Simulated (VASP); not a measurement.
# BaS (Fm-3m) in VASP: single point with PBE0

Aim: the single point of BaS with PBE0.

All numbers are computed with VASP 6.6.1; they aren't measurements. Logs are shortened: lines on timing, memory, paths and dates and some standing lists are left out, and cuts for length are marked.

### Step 1. The cell of the first run

The structure is cubic, space group Fm-3m (No. 225). Conventional cell: a = 6.424 Å, b = 6.424 Å, c = 6.424 Å, α = 90.00°, β = 90.00°, γ = 90.00°. Ba (site symmetry m-3m) has 6 S at 3.21 Å within 4.2 Å. S (site symmetry m-3m) has 6 Ba at 3.21 Å within 4.2 Å.

### Step 2. Single point, PBE0

Contents of POSCAR:

```
BaS
1.0
    0.0000000000      3.2119524045      3.2119524045
    3.2119524045      0.0000000000      3.2119524045
    3.2119524045      3.2119524045      0.0000000000
Ba S
1 1
Direct
    0.0000000000      0.0000000000      0.0000000000
    0.5000000000      0.5000000000      0.5000000000
```

Contents of INCAR.step1:

```
PREC     = Accurate       # precision mode
ENCUT    = 520            # plane-wave cutoff, eV
EDIFF    = 1E-5           # SCF threshold, eV
ISMEAR   = 0              # smearing method
SIGMA    = 0.01           # smearing width, eV
LREAL    = False          # projectors in reciprocal space
LASPH    = True           # aspherical terms in the spheres
NELM     = 60             # most SCF steps
ALGO     = Normal         # electronic algorithm
ISIF     = 2              # what is computed and relaxed
LWAVE    = True           # write WAVECAR
NBANDS   = 15             # bands
GGA      = PE             # functional
```

Contents of INCAR.step2:

```
PREC     = Accurate       # precision mode
ENCUT    = 520            # plane-wave cutoff, eV
EDIFF    = 1E-7           # SCF threshold, eV
ISMEAR   = 0              # smearing method
SIGMA    = 0.01           # smearing width, eV
LREAL    = False          # projectors in reciprocal space
LASPH    = True           # aspherical terms in the spheres
NELM     = 60             # most SCF steps
ALGO     = Normal         # electronic algorithm
ISIF     = 2              # what is computed and relaxed
LWAVE    = False          # write WAVECAR
LCHARG   = True           # write CHGCAR
GGA      = PE             # functional
LHFCALC  = True           # exact exchange
AEXX     = 0.25           # exact-exchange fraction
PRECFOCK = Normal       
LELF     = True           # ELF
LVHAR    = True         
NBANDS   = 15             # bands
ISTART   = 1
```

Contents of KPOINTS:

```
regular mesh
0
Gamma
  6 6 6
```

Potentials or basis: VASP PAW PBE potentials, release 64 (Ba_sv, S).

The run is started by

```sh
> cat potpaw_PBE.64/Ba_sv/POTCAR potpaw_PBE.64/S/POTCAR > POTCAR
> cp INCAR.step1 INCAR
> mpirun -np 1 vasp_std > vasp.out
> cp INCAR.step2 INCAR
> mpirun -np 1 vasp_std > vasp.out
```

OUTCAR:

```text
PREC = Accurate
   ENCUT = 520
   EDIFF = 1E-7
   ISMEAR = 0
   LREAL = False
   LASPH = True
   NELM = 60
   ISIF = 2
   GGA = PE
   LHFCALC = True
   AEXX = 0.25
   PRECFOCK = Normal
   ISTART = 1

 ion  position               nearest neighbor table
   1  0.000  0.000  0.000-   2 3.21   2 3.21   2 3.21   2 3.21   2 3.21   2 3.21
   2  0.500  0.500  0.500-   1 3.21   1 3.21   1 3.21   1 3.21   1 3.21   1 3.21

  LATTYP: Found a face centered cubic cell.
 ALAT       =     6.4239048090

  Lattice vectors:

 A1 = (   0.0000000000,   3.2119524045,   3.2119524045)
 A2 = (   3.2119524045,   0.0000000000,   3.2119524045)
 A3 = (   3.2119524045,   3.2119524045,   0.0000000000)

Analysis of symmetry for initial positions (statically):
=====================================================================
 Subroutine PRICEL returns:
 Original cell was already a primitive cell.

 Routine SETGRP: Setting up the symmetry group for a
 face centered cubic supercell.

 Subroutine GETGRP returns: Found 48 space group operations
 (whereof 48 operations were pure point group operations)
 out of a pool of 48 trial point group operations.

The static configuration has the point symmetry O_h .

Analysis of symmetry for dynamics (positions and initial velocities):
=====================================================================
 Subroutine PRICEL returns:
 Original cell was already a primitive cell.

 Routine SETGRP: Setting up the symmetry group for a
 face centered cubic supercell.

 Subroutine GETGRP returns: Found 48 space group operations
 (whereof 48 operations were pure point group operations)
 out of a pool of 48 trial point group operations.

The dynamic configuration has the point symmetry O_h .

 Subroutine INISYM returns: Found 48 space group operations
 (whereof 48 operations are pure point group operations),
 and found     1 'primitive' translations

----------------------------------------------------------------------------------------

                                     Primitive cell

  volume of cell :      66.2731

  direct lattice vectors                    reciprocal lattice vectors
     0.000000000  3.211952404  3.211952404    -0.155668558  0.155668558  0.155668558
     3.211952404  0.000000000  3.211952404     0.155668558 -0.155668558  0.155668558
     3.211952404  3.211952404  0.000000000     0.155668558  0.155668558 -0.155668558

  length of vectors
[... 92 lines left out ...]
     AMIX     =   0.40;   BMIX     =  1.00
     AMIX_MAG =   1.60;   BMIX_MAG =  1.00
  volume/ion in A,a.u.               =      33.14       223.62
  Fermi-wavevector in a.u.,A,eV,Ry     =   1.019379  1.926347 14.138273  1.039134
  Thomas-Fermi vector in A             =   2.152890
   LORBIT       =      0    0 simple, 1 ext, 2 COOP (PROOUT), +10 PAW based schemes
   GGA     = PE    functional components
   LHFCALC =     T    Hartree Fock is set to
   PRECFOCK=normal    Normal, Fast or Accurate (Low or Medium for compatibility)
   ENCUT4O =  -1.0   cutoff for four orbital integrals eV
   NKREDX  =     1    reduce k-point grid by
   NKREDY  =     1    reduce k-point grid by
   NKREDZ  =     1    reduce k-point grid by
   AEXX    =    0.2500 exact exchange contribution
   HFSCREEN=    0.0000 screening length (either q_TF or 0.3 A-1)
   HFSCREENC=   0.0000 screening length for correlation (either q_TF or 0.3 A-1)
   ENCUTFOCK=  -1.0 apply spherical cutoff to Coloumb kernel
   IVDW    =     0    specifies the selected vdW correction
   LEPSILON=     F    determine dielectric tensor
   LRPA    =     F    only Hartree local field effects (RPA)
 non-spin polarized calculation
 Gauss-broadening in eV      SIGMA  =   0.01
  energy-cutoff  :      520.00
  volume of cell :       66.27
 maximum number of plane-waves:      1807
 NGX is ok and might be reduce to    36
  NGX = 28; NGY = 28; NGZ = 28

 number of electron      16.0000002 magnetization

 Free energy of the ion-electron system (eV)
  ---------------------------------------------------
  ext. energy  EPLUGINS =         0.00000000
  ---------------------------------------------------
  free energy    TOTEN  =       -12.11926338 eV

  energy without entropy =      -12.11926338  energy(sigma->0) =      -12.11926338

 E-fermi :   0.4308     XC(G=0):  -6.7732

 val. band max:        0.3398010329   @ k =   0.0000   0.0000   0.0000
 cond. band min:       4.0836009046   @ k =   0.5000   0.5000   0.0000
 fundamental gap:      3.7437998716
 Fermi energy:         0.4308321697

 k-point     1 :       0.0000    0.0000    0.0000
  band No.  band energies     occupation
      1     -27.5717      2.00000
      2     -11.5605      2.00000
      3     -11.5605      2.00000
      4     -11.5605      2.00000
      5     -11.1282      2.00000
      6       0.3398      2.00000
      7       0.3398      2.00000
      8       0.3398      2.00000
      9       5.5095      0.00000
     10       5.9788      0.00000
     11       5.9788      0.00000
     12       5.9788      0.00000
     13       6.9141      0.00000
     14       6.9141      0.00000
[... 257 lines left out ...]
      2     -12.1511      2.00000
      3     -11.9943      2.00000
      4     -11.8397      2.00000
      5     -10.4664      2.00000
      6      -0.6293      2.00000
      7      -0.2887      2.00000
      8      -0.0934      2.00000
      9       5.2211      0.00000
     10       7.6884      0.00000
     11       8.3708      0.00000
     12       9.1767      0.00000
     13       9.8369      0.00000
     14      10.5238      0.00000
     15      12.0444      0.00000

------------------------ aborting loop because EDIFF is reached ----------------------------------------

  FORCE on cell =-STRESS in cart. coord.  units (eV):
  Direction    XX          YY          ZZ          XY          YZ          ZX
  --------------------------------------------------------------------------------------
  -------------------------------------------------------------------------------------
  Total        0.0587547      0.0587547      0.0587547      0.0000000      0.0000000      0.0000000
  in kB        1.4204174      1.4204174      1.4204174      0.0000000      0.0000000      0.0000000
  external PRESSURE =       1.4204174 kB  Pullay stress =       0.0000000 kB

 VOLUME and BASIS-vectors are now :
 -----------------------------------------------------------------------------
  energy-cutoff  :      520.00
  volume of cell :       66.27
      direct lattice vectors                 reciprocal lattice vectors
     0.000000000  3.211952404  3.211952404    -0.155668558  0.155668558  0.155668558
     3.211952404  0.000000000  3.211952404     0.155668558 -0.155668558  0.155668558
     3.211952404  3.211952404  0.000000000     0.155668558  0.155668558 -0.155668558

 POSITION                                       TOTAL-FORCE (eV/Angst)
 -----------------------------------------------------------------------------------
      0.00000      0.00000      0.00000         0.000000      0.000000      0.000000
      3.21195      3.21195      3.21195        -0.000000     -0.000000     -0.000000
 -----------------------------------------------------------------------------------
    total drift:                               -0.000000     -0.000000     -0.000000

  FREE ENERGIE OF THE ION-ELECTRON SYSTEM (eV)
  ---------------------------------------------------
  free  energy   TOTEN  =       -12.1192633761 eV

  energy  without entropy=      -12.1192633761  energy(sigma->0) =      -12.11926338
```

OSZICAR.step1:

```text
N       E                     dE             d eps       ncg     rms          rms(c)
DAV:   1     0.855201536734E+02    0.85520E+02   -0.68343E+03   480   0.924E+02
DAV:   2    -0.555193460009E+01   -0.91072E+02   -0.81363E+02   643   0.166E+02
DAV:   3    -0.105745319118E+02   -0.50226E+01   -0.49914E+01   658   0.420E+01
DAV:   4    -0.106773790768E+02   -0.10285E+00   -0.10283E+00   612   0.604E+00
DAV:   5    -0.106790863470E+02   -0.17073E-02   -0.17072E-02   641   0.678E-01    0.471E+00
DAV:   6    -0.101734905131E+02    0.50560E+00   -0.68812E-01   564   0.498E+00    0.321E+00
DAV:   7    -0.101763761984E+02   -0.28857E-02   -0.19128E-01   600   0.242E+00    0.211E+00
DAV:   8    -0.101902076640E+02   -0.13831E-01   -0.24484E-02   529   0.112E+00    0.198E-01
DAV:   9    -0.101909625897E+02   -0.75493E-03   -0.34263E-03   634   0.430E-01    0.161E-01
DAV:  10    -0.101918306444E+02   -0.86805E-03   -0.98242E-04   508   0.208E-01    0.441E-02
DAV:  11    -0.101919338857E+02   -0.10324E-03   -0.13587E-04   592   0.701E-02    0.136E-02
DAV:  12    -0.101919370411E+02   -0.31554E-05   -0.66521E-06   452   0.178E-02
   1 F= -.10191937E+02 E0= -.10191937E+02  d E =-.507755-112
```

Wall time 58 min (1 thread of Intel Xeon Platinum 8375C at 2.90GHz (Ice Lake), shared host); peak memory 0.24 GiB.

Results:

```
Free energy            : -12.1193 eV
Pressure               : 0.1 GPa
Band gap on the k mesh : 3.74 eV (least direct gap 3.92 eV)
```

Caveat: the PAW data sets were made with another functional, which shifts forces and pressure a little; spin-orbit coupling is left out, which moves the levels of the heavy elements. A k mesh can miss the band edges.
